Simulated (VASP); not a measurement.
A run of VASP 6.6.1:

Contents of POSCAR:

```
NbTe
1.0
    3.7029743866      0.0000000000      0.0000000000
   -1.8514871933      3.2068698884      0.0000000000
    0.0000000000      0.0000000000      3.6942110000
Te Nb
1 1
Direct
    0.6666666667      0.3333333333      0.0000000000
    0.0000000000      0.0000000000      0.5000000000
```

Contents of INCAR.step1:

```
SYSTEM = NbTe
PREC = Accurate
ENCUT = 520
EDIFF = 1E-7
ISMEAR = -1
SIGMA = 0.05
LREAL = .FALSE.
LASPH = .TRUE.
NELM = 150
ALGO = Normal
ISIF = 2
LWAVE = .FALSE.
LCHARG = .TRUE.
LMAXMIX = 4
LDAU = .TRUE.
LDAUTYPE = 2
LDAUL = -1 2
LDAUU = 0 4
LDAUJ = 0 0
LDAUPRINT = 1
GGA = PS
NBANDS = 16
```

File KPOINTS.step1:

```
regular mesh
0
G
  8 8 7
  0 0 0
```

File INCAR.step2:

```
SYSTEM = NbTe
PREC = Accurate
ENCUT = 520
EDIFF = 1E-7
ISMEAR = -5
SIGMA = 0.05
LREAL = .FALSE.
LASPH = .TRUE.
NELM = 150
ALGO = Normal
ISIF = 2
LWAVE = .FALSE.
LCHARG = .FALSE.
LMAXMIX = 4
LDAU = .TRUE.
LDAUTYPE = 2
LDAUL = -1 2
LDAUU = 0 4
LDAUJ = 0 0
LDAUPRINT = 1
GGA = PS
LORBIT = 10
NBANDS = 16
NEDOS = 2001
ICHARG = 11
```

The input KPOINTS.step2:

```
regular mesh
0
G
  12 12 11
  0 0 0
```

Potentials or basis: VASP PAW PBE potentials, release 64 (Te, Nb_sv).

Launch:

```console
$ cat potpaw_PBE.64/Te/POTCAR potpaw_PBE.64/Nb_sv/POTCAR > POTCAR
$ cp INCAR.step1 INCAR
$ cp KPOINTS.step1 KPOINTS
$ mpirun -np 1 vasp_std > vasp.out
$ cp INCAR.step2 INCAR
$ cp KPOINTS.step2 KPOINTS
$ mpirun -np 1 vasp_std > vasp.out
```

Hardware: 1 thread of AMD EPYC 9R45 96-Core Processor (Zen 5), with other jobs on the host.

Question: Estimate the wall time of this run.

Answer: It took 38 s on 1 thread of AMD EPYC 9R45 96-Core Processor (Zen 5), on a shared host, peak memory 0.18 GiB. Counts: k points 114.
